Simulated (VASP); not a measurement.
# Os (P6_3/mmc) in VASP: settings compared, part 2 of 2

VASP 6.6.1. The steps go on from the part before.

## 3. Single point, RPBE+D4

This run uses another cell than the first one, of 14.54 Å³/atom.

File INCAR:

```
SYSTEM = Os
PREC = Accurate ; ENCUT = 520
EDIFF = 1E-6 ; ISMEAR = -1
SIGMA = 0.05 ; LREAL = .FALSE.
LASPH = .TRUE. ; NELM = 60
ALGO = Normal ; ISIF = 2
LWAVE = .FALSE. ; LCHARG = .FALSE.
GGA = RP ; IVDW = 13
NBANDS = 15
```

File KPOINTS:

```
Automatic mesh
0
G
  11 11 6
  0 0 0
```

File POSCAR:

```
Os
1.0
    2.7700791260      0.0000000000      0.0000000000
   -1.3850395630      2.3989588936      0.0000000000
    0.0000000000      0.0000000000      4.3765446767
Os
2
Direct
    0.6666666667      0.3333333333      0.7500000000
    0.3333333333      0.6666666667      0.2500000000
```

Potentials or basis: VASP PAW PBE potentials, release 64 (Os).

Run with:

```
$ cat potpaw_PBE.64/Os/POTCAR > POTCAR
$ mpirun -np 1 vasp_std > vasp.out
```

OUTCAR:

```text
SYSTEM = Os
   PREC = Accurate
   ENCUT = 520
   EDIFF = 1E-6
   ISMEAR = -1
   LREAL = .FALSE.
   LASPH = .TRUE.
   NELM = 60
   ISIF = 2
   GGA = RP
   IVDW = 13

 ion  position               nearest neighbor table
   1  0.667  0.333  0.750-   2 2.71   2 2.71   2 2.71   2 2.71   2 2.71   2 2.71
   2  0.333  0.667  0.250-   1 2.71   1 2.71   1 2.71   1 2.71   1 2.71   1 2.71

  LATTYP: Found a hexagonal cell.
 ALAT       =     2.7700791260
 C/A-ratio  =     1.5799348963

  Lattice vectors:

 A1 = (   2.7700791260,   0.0000000000,   0.0000000000)
 A2 = (  -1.3850395630,   2.3989588936,   0.0000000000)
 A3 = (   0.0000000000,   0.0000000000,   4.3765446767)

Analysis of symmetry for initial positions (statically):
=====================================================================
 Subroutine PRICEL returns:
 Original cell was already a primitive cell.

 Routine SETGRP: Setting up the symmetry group for a
 hexagonal supercell.

 Subroutine GETGRP returns: Found 24 space group operations
 (whereof 12 operations were pure point group operations)
 out of a pool of 24 trial point group operations.

The static configuration has the point symmetry D_3d.
 The point group associated with its full space group is D_6h.

Analysis of symmetry for dynamics (positions and initial velocities):
=====================================================================
 Subroutine PRICEL returns:
 Original cell was already a primitive cell.

 Routine SETGRP: Setting up the symmetry group for a
 hexagonal supercell.

 Subroutine GETGRP returns: Found 24 space group operations
 (whereof 12 operations were pure point group operations)
 out of a pool of 24 trial point group operations.

The dynamic configuration has the point symmetry D_3d.
 The point group associated with its full space group is D_6h.

 Subroutine INISYM returns: Found 24 space group operations
 (whereof 12 operations are pure point group operations),
 and found     1 'primitive' translations

----------------------------------------------------------------------------------------

                                     Primitive cell

  volume of cell :      29.0835

  direct lattice vectors                    reciprocal lattice vectors
     2.770079126  0.000000000  0.000000000     0.361000518  0.208423746  0.000000000
    -1.385039563  2.398958894  0.000000000     0.000000000  0.416847493  0.000000000
     0.000000000  0.000000000  4.376544677     0.000000000  0.000000000  0.228490756

  length of vectors
     2.770079126  2.770079126  4.376544677     0.416847493  0.416847493  0.228490756

  position of ions in fractional coordinates (direct lattice)
     0.666666667  0.333333333  0.750000000
     0.333333333  0.666666667  0.250000000

  ion indices of the primitive-cell ions
   primitive index   ion index
                 1           1
                 2           2

----------------------------------------------------------------------------------------

 KPOINTS: Automatic mesh

Automatic generation of k-mesh.
 Grid dimensions read from file:
 generate k-points for:   11   11    6

 Generating k-lattice:

  Cartesian coordinates                     Fractional coordinates (reciprocal lattice)
     0.032818229  0.018947613  0.000000000     0.090909091  0.000000000  0.000000000
[... 42 lines left out ...]
   number of dos      NEDOS =    301   number of ions     NIONS =      2
   total plane-waves  NPLWV =  20736
   dimension x,y,z NGX =    24 NGY =   24 NGZ =   36
   dimension x,y,z NGXF=    48 NGYF=   48 NGZF=   72
   ions per type =               2
   NGX,Y,Z   is equivalent  to a cutoff of  14.40, 14.40, 13.67 a.u.
   NGXF,Y,Z  is equivalent  to a cutoff of  28.81, 28.81, 27.35 a.u.
 SYSTEM =  Os
   PREC   = accura    normal or accurate (medium, high low for compatibility)
   ISTART =      0    job   : 0-new  1-cont  2-samecut
   ICHARG =      2    charge: 1-file 2-atom 10-const
   ISPIN  =      1    spin polarized calculation?
   LNONCOLLINEAR =      F non collinear calculations
   LSORBIT =      F    spin-orbit coupling
   LASPH  =      T    aspherical Exc in radial PAW
   ENCUT  =  520.0 eV  38.22 Ry    6.18 a.u.   5.15  5.15  8.14*2*pi/ulx,y,z
   NELM   =     60;   NELMIN=  2; NELMDL= -5     # of ELM steps
   EDIFF  = 0.1E-05   stopping-criterion for ELM
   LREAL  =      F    real-space projection
   EDIFFG = 0.1E-04   stopping-criterion for IOM
   NSW    =      0    number of steps for IOM
   IBRION =     -1    ionic relax: 0-MD 1-quasi-New 2-CG
   NFREE  =      0    steps in history (QN), initial steepest desc. (CG)
   ISIF   =      2    stress and relaxation
   ISYM   =      2    0-nonsym 1-usesym 2-fastsym
   POTIM  = 0.5000    time-step for ionic-motion
   TEBEG  =    0.0;   TEEND  =   0.0 temperature during run
   PSTRESS=    0.0 pullay stress
   NELECT =      16.0000    total number of electrons
   NUPDOWN=      -1.0000    fix difference up-down
   EMIN   =  10.00;   EMAX   =-10.00  energy-range for DOS
   EFERMI =   0.00;   METHOD = LEGACY
   ISMEAR =    -1;   SIGMA  =   0.05  broadening in eV -4-tet -1-fermi 0-gaus
   EFERMI_NEDOS =   21; number of points for ismear=-14 and -15
   IALGO  =     38    algorithm
   IMIX   =      4    mixing-type and parameters
     AMIX     =   0.40;   BMIX     =  1.00
     AMIX_MAG =   1.60;   BMIX_MAG =  1.00
  volume/ion in A,a.u.               =      14.54        98.13
  Fermi-wavevector in a.u.,A,eV,Ry     =   1.341424  2.534924 24.482570  1.799418
  Thomas-Fermi vector in A             =   2.469659
   LORBIT       =      0    0 simple, 1 ext, 2 COOP (PROOUT), +10 PAW based schemes
   GGA     = RP    functional components
   LHFCALC =     F    Hartree Fock is set to
   AEXX    =    0.0000 exact exchange contribution
   IVDW    =    13    specifies the selected vdW correction
   LEPSILON=     F    determine dielectric tensor
   LRPA    =     F    only Hartree local field effects (RPA)
 non-spin polarized calculation
  energy-cutoff  :      520.00
  volume of cell :       29.08
 maximum number of plane-waves:       797
 NGX is ok and might be reduce to    24
   NGX = 11   NGY = 11   NGZ = 17

 number of electron      15.9999999 magnetization

 Free energy of the ion-electron system (eV)
  ---------------------------------------------------
  ext. energy  EPLUGINS =         0.00000000
  ---------------------------------------------------
  free energy    TOTEN  =       -21.19196440 eV

  energy without entropy =      -21.17786270  energy(sigma->0) =      -21.18491355

 E-fermi :   8.9161     XC(G=0): -13.8037

 val. band max:        8.8925916487   @ k =   0.3636   0.0000   0.3333
 cond. band min:       8.9737109202   @ k =   0.3636   0.0909   0.3333
 fundamental gap:      0.0811192715
 Fermi energy:         8.9161415728

 k-point     1 :       0.0000    0.0000    0.0000
  band No.  band energies     occupation
      1      -1.6166      2.00000
      2       1.5434      2.00000
      3       6.0869      2.00000
      4       6.0869      2.00000
      5       6.3192      2.00000
      6       6.8747      2.00000
      7       6.8747      2.00000
      8       7.4822      2.00000
      9       7.4822      2.00000
     10       8.9829      0.41668
     11      10.5465      0.00000
     12      10.5465      0.00000
     13      17.5949      0.00000
     14      22.9754      0.00000
[... 401 lines left out ...]
      2       3.0814      2.00000
      3       4.4312      2.00000
      4       4.6550      2.00000
      5       5.8494      2.00000
      6       6.4287      2.00000
      7       6.9613      2.00000
      8       7.8731      2.00000
      9       8.4478      1.99983
     10       8.7999      1.82192
     11      10.9450      0.00000
     12      14.2098      0.00000
     13      19.1055      0.00000
     14      23.5940      0.00000
     15      24.7412      0.00000

 [... further k-points ...]

------------------------ aborting loop because EDIFF is reached ----------------------------------------

  DFT-D4 for vdW energy calculation

  Edisp (eV):   -2.38965

  FORCE on cell =-STRESS in cart. coord.  units (eV):
  Direction    XX          YY          ZZ          XY          YZ          ZX
  --------------------------------------------------------------------------------------
  -------------------------------------------------------------------------------------
  Total      -2.89573    -2.89573    -3.02420    -0.00000     0.00000     0.00000
  in kB    -159.52285  -159.52285  -166.59964    -0.00000     0.00000     0.00000
  external pressure =     -161.88 kB  Pullay stress =        0.00 kB

 VOLUME and BASIS-vectors are now :
 -----------------------------------------------------------------------------
  energy-cutoff  :      520.00
  volume of cell :       29.08
      direct lattice vectors                 reciprocal lattice vectors
     2.770079126  0.000000000  0.000000000     0.361000518  0.208423746  0.000000000
    -1.385039563  2.398958894  0.000000000     0.000000000  0.416847493  0.000000000
     0.000000000  0.000000000  4.376544677     0.000000000  0.000000000  0.228490756

 POSITION                                       TOTAL-FORCE (eV/Angst)
 -----------------------------------------------------------------------------------
      1.38504      0.79965      3.28241         0.000000     -0.000000      0.000000
     -0.00000      1.59931      1.09414        -0.000000      0.000000      0.000000
 -----------------------------------------------------------------------------------
    total drift:                                0.000000     -0.000000     -0.000000

  FREE ENERGIE OF THE ION-ELECTRON SYSTEM (eV)
  ---------------------------------------------------
  free  energy   TOTEN  =       -23.5816152399 eV

  energy  without entropy=      -23.5675135415  energy(sigma->0) =      -23.57456439
```

Run time: 40 s. Hardware: 1 thread of Intel Xeon 8259CL, shared host; peak memory 0.17 GiB.

Results:

```
Free energy                : -23.5816 eV
Pressure                   : -16.2 GPa
Band gap on the k mesh     : zero (bands 8 and 9 overlap by 3.65 eV)
Dispersion energy per atom : -1.195 eV
```

Stress tensor (GPa, compression positive):
```
-15.95   0.00   0.00
  0.00 -15.95   0.00
  0.00   0.00 -16.66
```

Caveat: the cell stands under tension; the dispersion term is far too large for a dense solid, which distorts pressure and volume; the PAW data sets were made with another functional, which shifts forces and pressure a little; spin-orbit coupling is left out, which moves the levels of the heavy elements.

## 4. Single point, PBEsol

This run uses another cell than the first one, of 14.54 Å³/atom.

File INCAR:

```
SYSTEM = Os
  ALGO = Normal
  EDIFF = 1E-6
  ENCUT = 520
  GGA = PS
  ISIF = 2
  ISMEAR = -1
  LASPH = .TRUE.
  LCHARG = .TRUE.
  LELF = .TRUE.
  LREAL = .FALSE.
  LVHAR = .TRUE.
  LWAVE = .FALSE.
  NBANDS = 15
  NELM = 100
  PREC = Accurate
  SIGMA = 0.05
```

File KPOINTS:

```
k-points
0
G
  11 11 6
  0 0 0
```

POSCAR is that of step 3.

Run with:

```
$ cat potpaw_PBE.64/Os/POTCAR > POTCAR
$ mpirun -np 1 vasp_std > vasp.out
```

It took 41 s on 1 thread of Intel Xeon 8259CL, shared host; peak memory 0.17 GiB.

It converged, with:

```
Free energy            : -24.4043 eV
Pressure               : -17.6 GPa
Band gap on the k mesh : zero (bands 8 and 9 overlap by 3.66 eV)
```

Stress tensor (GPa, compression positive):
```
-17.22   0.00   0.00
  0.00 -17.22   0.00
  0.00   0.00 -18.37
```

Levels at points of the mesh, in eV from the Fermi level:
| k point | band 6 | band 7 | band 8 | band 9 | band 10 | band 11 |
| --- | --- | --- | --- | --- | --- | --- |
| (0.00, 0.00, 0.00) | -2.05 | -2.05 | -1.44 | -1.44 | 0.04 | 1.64 |
| (0.00, 0.00, 0.50) | -3.03 | -3.03 | -3.03 | 0.88 | 0.88 | 0.88 |

Caveat: the cell stands under tension; the PAW data sets were made with another functional, which shifts forces and pressure a little; spin-orbit coupling is left out, which moves the levels of the heavy elements.

## 5. Summary

| level | cell | gap on the mesh (eV) | pressure (GPa) |
| --- | --- | --- | --- |
| PBEsol | a = 2.752, b = 2.752, c = 4.348 Å, angles 90.0, 90.0, 120.0°, 2 atoms | none | -10.4 |
| RPBE+D4 | a = 2.770, b = 2.770, c = 4.377 Å, angles 90.0, 90.0, 120.0°, 2 atoms | none | -16.2 |
| PBEsol | a = 2.770, b = 2.770, c = 4.377 Å, angles 90.0, 90.0, 120.0°, 2 atoms | none | -17.6 |

Alike in all rows: task single point; potentials or basis VASP PAW PBE potentials, release 64 (Os); no spin polarisation; k mesh 11 × 11 × 6; cutoff (eV) 520; smearing fermi-dirac 0.05 eV.

Caveats: the cell stands under tension; the PAW data sets were made with another functional, which shifts forces and pressure a little; spin-orbit coupling is left out, which moves the levels of the heavy elements; the dispersion term is far too large for a dense solid, which distorts pressure and volume (at least some runs).

Total energies depend on the potentials used, so only differences within one code and one set of settings carry meaning.

The gap in the log of VASP goes by the Fermi energy; the results here count the filled bands.